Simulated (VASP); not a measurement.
# AlGa3N4 (P-42m) in VASP: notebook, part 2 of 2

VASP 6.6.1. The steps go on from the part before.

## 3. Single point, r2SCAN (strain +0.050 along x and y, -0.025 along z)

File POSCAR:

```
AlGa3N4
1.0
    4.6886116748      0.0000000000      0.0000000000
    0.0000000000      4.6886116748      0.0000000000
    0.0000000000      0.0000000000      4.3537108409
Al Ga N
1 3 4
Direct
    0.0000000000      0.0000000000      0.0000000000
    0.5000000000      0.5000000000      0.0000000000
    0.5000000000      0.0000000000      0.5000000000
    0.0000000000      0.5000000000      0.5000000000
    0.7553510553      0.7553510553      0.2446489447
    0.7553510553      0.2446489447      0.7553510553
    0.2446489447      0.7553510553      0.7553510553
    0.2446489447      0.2446489447      0.2446489447
```

File INCAR.step1:

```
PREC = Accurate
ENCUT = 520
ISMEAR = 0
SIGMA = 0.05
LREAL = False
LASPH = True
NELM = 60
NBANDS = 41
GGA = PE
ALGO = Normal
EDIFF = 1E-4
LWAVE = True
LCHARG = False
```

File INCAR.step2:

```
PREC = Accurate
ENCUT = 520
EDIFF = 1E-7
ISMEAR = 0
SIGMA = 0.05
LREAL = False
LASPH = True
NELM = 60
ALGO = Normal
ISIF = 2
LWAVE = False
LCHARG = True
METAGGA = R2SCAN
LMIXTAU = True
LELF = True
LVHAR = True
NBANDS = 41
ISTART = 1
```

File KPOINTS:

```
regular mesh
0
Gamma
  6 6 6
```

Potentials or basis: VASP PAW PBE potentials, release 64 (Al, Ga_d, N).

The run is started by

```sh
$ cat potpaw_PBE.64/Al/POTCAR potpaw_PBE.64/Ga_d/POTCAR potpaw_PBE.64/N/POTCAR > POTCAR
$ cp INCAR.step1 INCAR
$ mpirun -np 1 vasp_std > vasp.out
$ cp INCAR.step2 INCAR
$ mpirun -np 1 vasp_std > vasp.out
```

Wall time 10 min (1 thread of Intel Xeon 8259CL, shared host); peak memory 0.29 GiB.

Results (log left out):

```
Free energy            : -84.4838 eV
Pressure               : -12.2 GPa
Largest force          : 0.091 eV/Å
Band gap on the k mesh : 2.09 eV, direct
```

Forces on the atoms (eV/Å):
```
Al   0.000  0.000  0.000
Ga   0.000  0.000  0.000
Ga   0.000  0.000  0.000
Ga   0.000  0.000  0.000
N    0.015  0.015 -0.089
N    0.015 -0.015  0.089
N   -0.015  0.015  0.089
N   -0.015 -0.015 -0.089
```

Stress tensor (GPa, compression positive):
```
-15.12   0.00   0.00
  0.00 -15.12   0.00
  0.00   0.00  -6.43
```

Levels at points of the mesh, in eV from the valence-band top:
| k point | band 27 | band 28 | band 29 | band 30 | band 31 | band 32 | band 33 | band 34 | band 35 | band 36 |
| --- | --- | --- | --- | --- | --- | --- | --- | --- | --- | --- |
| (0.00, 0.00, 0.00) | -2.32 | -2.27 | -0.28 | -0.28 | 0.00 | 2.09 | 3.45 | 3.83 | 3.83 | 5.97 |
| (0.50, 0.00, 0.00) | -3.16 | -1.53 | -1.38 | -1.25 | -1.11 | 4.86 | 4.92 | 6.21 | 6.27 | 7.80 |
| (0.50, 0.50, 0.00) | -2.73 | -1.42 | -1.38 | -1.38 | -1.04 | 6.27 | 6.46 | 6.46 | 7.22 | 7.30 |
| (0.00, 0.00, 0.50) | -2.84 | -1.82 | -1.82 | -1.54 | -1.54 | 5.08 | 5.20 | 6.84 | 6.84 | 7.29 |
| (0.50, 0.00, 0.50) | -3.16 | -1.03 | -0.95 | -0.92 | -0.64 | 6.52 | 6.60 | 6.71 | 7.66 | 7.68 |
| (0.50, 0.50, 0.50) | -1.09 | -0.98 | -0.63 | -0.61 | -0.61 | 4.67 | 4.72 | 4.72 | 6.06 | 9.17 |

Caveat: the cell differs from its parent crystal (strain +0.050 along x and y, -0.025 along z); the PAW data sets were made with another functional, which shifts forces and pressure a little.

## 4. Single point, r2SCAN (strain +0.025 along x and y, -0.050 along z)

Edit POSCAR of step 3 so:

```diff
@@ -2,5 +2,5 @@
 1.0
-    4.6886116748      0.0000000000      0.0000000000
-    0.0000000000      4.6886116748      0.0000000000
-    0.0000000000      0.0000000000      4.3537108409
+    4.5769780635      0.0000000000      0.0000000000
+    0.0000000000      4.5769780635      0.0000000000
+    0.0000000000      0.0000000000      4.2420772296
 Al Ga N
```

File INCAR.step1:

```
SYSTEM = AlGa3N4
PREC = Accurate
ENCUT = 520
ISMEAR = 0
SIGMA = 0.05
LREAL = .FALSE.
LASPH = .TRUE.
NELM = 80
NBANDS = 41
GGA = PE
ALGO = Normal
EDIFF = 1E-4
LWAVE = .TRUE.
LCHARG = .FALSE.
```

File INCAR.step2:

```
SYSTEM = AlGa3N4
PREC = Accurate
ENCUT = 520
EDIFF = 1E-6
ISMEAR = 0
SIGMA = 0.05
LREAL = .FALSE.
LASPH = .TRUE.
NELM = 80
ALGO = Normal
ISIF = 2
LWAVE = .FALSE.
LCHARG = .TRUE.
METAGGA = R2SCAN
LMIXTAU = .TRUE.
LELF = .TRUE.
LVHAR = .TRUE.
NBANDS = 41
ISTART = 1
```

File KPOINTS:

```
Automatic mesh
0
G
  6 6 6
  0 0 0
```

The run is started by

```sh
$ cat potpaw_PBE.64/Al/POTCAR potpaw_PBE.64/Ga_d/POTCAR potpaw_PBE.64/N/POTCAR > POTCAR
$ cp INCAR.step1 INCAR
$ mpirun -np 1 vasp_std > vasp.out
$ cp INCAR.step2 INCAR
$ mpirun -np 1 vasp_std > vasp.out
```

It took 6.1 min on 1 thread of Intel Xeon Platinum 8259CL at 2.50GHz (Skylake/Cascade Lake), shared host; peak memory 0.28 GiB.

The run converged. Its results:

```yaml
Free_energy: -84.7373 eV
Pressure: 0.7 GPa
Largest_force: 0.110 eV/Å
Band_gap_on_the_k_mesh: 2.62 eV, direct
```

Forces in eV/Å, atoms in the order of the input:
```
Al   0.000  0.000  0.000
Ga   0.000  0.000  0.000
Ga   0.000  0.000  0.000
Ga   0.000  0.000  0.000
N    0.014  0.014 -0.108
N    0.014 -0.014  0.108
N   -0.014  0.014  0.108
N   -0.014 -0.014 -0.108
```

Stress tensor (GPa, compression positive):
```
-2.02  0.00  0.00
 0.00 -2.02  0.00
 0.00  0.00  6.24
```

Levels at points of the mesh, in eV from the valence-band top:
| k point | band 27 | band 28 | band 29 | band 30 | band 31 | band 32 | band 33 | band 34 | band 35 | band 36 |
| --- | --- | --- | --- | --- | --- | --- | --- | --- | --- | --- |
| (0.00, 0.00, 0.00) | -2.51 | -2.46 | -0.30 | -0.30 | 0.00 | 2.62 | 3.47 | 3.91 | 3.91 | 6.37 |
| (0.50, 0.00, 0.00) | -3.21 | -1.66 | -1.50 | -1.34 | -1.19 | 5.20 | 5.27 | 6.37 | 6.43 | 8.38 |
| (0.50, 0.50, 0.00) | -2.92 | -1.54 | -1.49 | -1.49 | -1.12 | 6.89 | 7.09 | 7.09 | 7.42 | 7.51 |
| (0.00, 0.00, 0.50) | -2.85 | -1.98 | -1.98 | -1.65 | -1.65 | 5.43 | 5.59 | 7.07 | 7.07 | 7.81 |
| (0.50, 0.00, 0.50) | -3.39 | -1.11 | -1.03 | -0.97 | -0.68 | 7.13 | 7.25 | 7.37 | 7.96 | 8.04 |
| (0.50, 0.50, 0.50) | -1.17 | -1.06 | -0.68 | -0.65 | -0.65 | 5.22 | 5.27 | 5.27 | 6.56 | 9.61 |

Caveat: the cell differs from its parent crystal (strain +0.025 along x and y, -0.050 along z); the PAW data sets were made with another functional, which shifts forces and pressure a little.

## 5. Single point, r2SCAN (strain +0.050 along x and y, -0.050 along z)

Edit POSCAR of step 4 so:

```diff
@@ -2,4 +2,4 @@
 1.0
-    4.5769780635      0.0000000000      0.0000000000
-    0.0000000000      4.5769780635      0.0000000000
+    4.6886116748      0.0000000000      0.0000000000
+    0.0000000000      4.6886116748      0.0000000000
     0.0000000000      0.0000000000      4.2420772296
```

File INCAR.step1:

```
SYSTEM = AlGa3N4
ALGO = Normal
EDIFF = 1E-4
ENCUT = 520
GGA = PE
ISMEAR = 0
LASPH = .True.
LCHARG = .False.
LREAL = .False.
LWAVE = .True.
NBANDS = 41
NELM = 60
PREC = Accurate
SIGMA = 0.05
```

File INCAR.step2:

```
SYSTEM = AlGa3N4
ALGO = Normal
EDIFF = 1E-6
ENCUT = 520
ISIF = 2
ISMEAR = 0
ISTART = 1
LASPH = .True.
LCHARG = .False.
LMIXTAU = .True.
LREAL = .False.
LWAVE = .False.
METAGGA = R2SCAN
NBANDS = 41
NELM = 60
PREC = Accurate
SIGMA = 0.05
```

File KPOINTS:

```
k-points
0
Gamma
  6 6 6
  0 0 0
```

The run is started by

```sh
$ cat potpaw_PBE.64/Al/POTCAR potpaw_PBE.64/Ga_d/POTCAR potpaw_PBE.64/N/POTCAR > POTCAR
$ cp INCAR.step1 INCAR
$ mpirun -np 1 vasp_std > vasp.out
$ cp INCAR.step2 INCAR
$ mpirun -np 1 vasp_std > vasp.out
```

Run time: 7.2 min. Hardware: 1 thread of Intel Xeon Platinum 8259CL at 2.50GHz (Skylake/Cascade Lake), shared host; peak memory 0.28 GiB.

The run converged. Its results:

```yaml
Free_energy: -84.5416 eV
Pressure: -8.5 GPa
Largest_force: 0.112 eV/Å
Band_gap_on_the_k_mesh: 2.20 eV, direct
```

Forces in eV/Å, atoms in the order of the input:
```
Al   0.000  0.000  0.000
Ga   0.000  0.000  0.000
Ga   0.000  0.000  0.000
Ga   0.000  0.000  0.000
N    0.004  0.004 -0.112
N    0.004 -0.004  0.112
N   -0.004  0.004  0.112
N   -0.004 -0.004 -0.112
```

Stress tensor (GPa, compression positive):
```
-12.11   0.00   0.00
  0.00 -12.11   0.00
  0.00   0.00  -1.18
```

Levels at points of the mesh, in eV from the valence-band top:
```
           k point  band 27  band 28  band 29  band 30  band 31  band 32  band 33  band 34  band 35  band 36
(0.00, 0.00, 0.00)    -2.36    -2.30    -0.37    -0.37     0.00     2.20     3.36     3.87     3.87     5.82
(0.50, 0.00, 0.00)    -3.27    -1.60    -1.40    -1.31    -1.11     4.90     4.96     6.15     6.23     7.97
(0.50, 0.50, 0.00)    -2.73    -1.62    -1.56    -1.56    -1.22     6.33     6.52     6.52     7.12     7.25
(0.00, 0.00, 0.50)    -2.85    -2.00    -2.00    -1.70    -1.70     5.23     5.37     7.03     7.03     7.25
(0.50, 0.00, 0.50)    -3.33    -1.09    -0.99    -0.93    -0.68     6.64     6.71     6.86     7.78     7.80
(0.50, 0.50, 0.50)    -1.26    -1.01    -0.62    -0.60    -0.60     4.71     4.77     4.77     6.07     9.28
```

Caveat: the cell differs from its parent crystal (strain +0.050 along x and y, -0.050 along z); the PAW data sets were made with another functional, which shifts forces and pressure a little.

## 6. The runs side by side

```tsv
cell	gap on the mesh (eV)	pressure (GPa)	largest force (eV/Å)
a = 4.242, b = 4.242, c = 4.689 Å, 8 atoms	2.98	12.0	0.14
a = 4.689, b = 4.689, c = 4.354 Å, 8 atoms	2.09	-12.2	0.09
a = 4.577, b = 4.577, c = 4.242 Å, 8 atoms	2.62	0.7	0.11
a = 4.689, b = 4.689, c = 4.242 Å, 8 atoms	2.20	-8.5	0.11
```

Alike in all rows: task single point; level r2SCAN; potentials or basis VASP PAW PBE potentials, release 64 (Al, Ga_d, N); no spin polarisation; k mesh 6 × 6 × 6; cutoff (eV) 520; smearing gaussian 0.05 eV.

Caveats: the PAW data sets were made with another functional, which shifts forces and pressure a little.

Total energies depend on the potentials used, so only differences within one code and one set of settings carry meaning.
